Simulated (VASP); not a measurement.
A run of VASP 6.6.1 is set up as follows.

File INCAR:

```
SYSTEM = RbAuCl3
ALGO     = Normal         ! electronic algorithm
EDIFF    = 1E-6           ! SCF threshold, eV
ENCUT    = 520            ! plane-wave cutoff, eV
GGA      = CA             ! functional
ISIF     = 2              ! what is computed and relaxed
ISMEAR   = -1             ! smearing method
LASPH    = .TRUE.         ! aspherical terms in the spheres
LCHARG   = .FALSE.        ! write CHGCAR
LREAL    = .FALSE.        ! projectors in reciprocal space
LWAVE    = .FALSE.        ! write WAVECAR
NBANDS   = 28             ! bands
NELM     = 100            ! most SCF steps
PREC     = Accurate       ! precision mode
SIGMA    = 0.05           ! smearing width, eV
```

KPOINTS

```
k-points
0
G
  4 4 4
  0 0 0
```

The input POSCAR:

```
RbAuCl3
1.0
    4.9771472951      0.0000000000      0.0000000000
    0.0000000000      4.9771472951      0.0000000000
    0.0000000000      0.0000000000      4.9771472951
Rb Au Cl
1 1 3
Direct
    0.5000000000      0.5000000000      0.5000000000
    0.0000000000      0.0000000000      0.0000000000
    0.0000000000      0.0000000000      0.5000000000
    0.5000000000      0.0000000000      0.0000000000
    0.0000000000      0.5000000000      0.0000000000
```

Potentials or basis: VASP PAW LDA potentials, release 64 (Rb_sv, Au, Cl).

Run with:

```sh
$ cat potpaw_LDA.64/Rb_sv/POTCAR potpaw_LDA.64/Au/POTCAR potpaw_LDA.64/Cl/POTCAR > POTCAR
$ mpirun -np 1 vasp_std > vasp.out
```

Problem. Estimate the pressure.

Solution. 0.0 GPa.

Problem. Predict the band gap on the k mesh.

Solution. Zero (an odd number of electrons rules out a gap without spin polarisation).

Caveat: spin-orbit coupling is left out, which moves the levels of the heavy elements; an odd number of electrons without spin polarisation forces a metal; a magnetic or distorted state may lie lower.
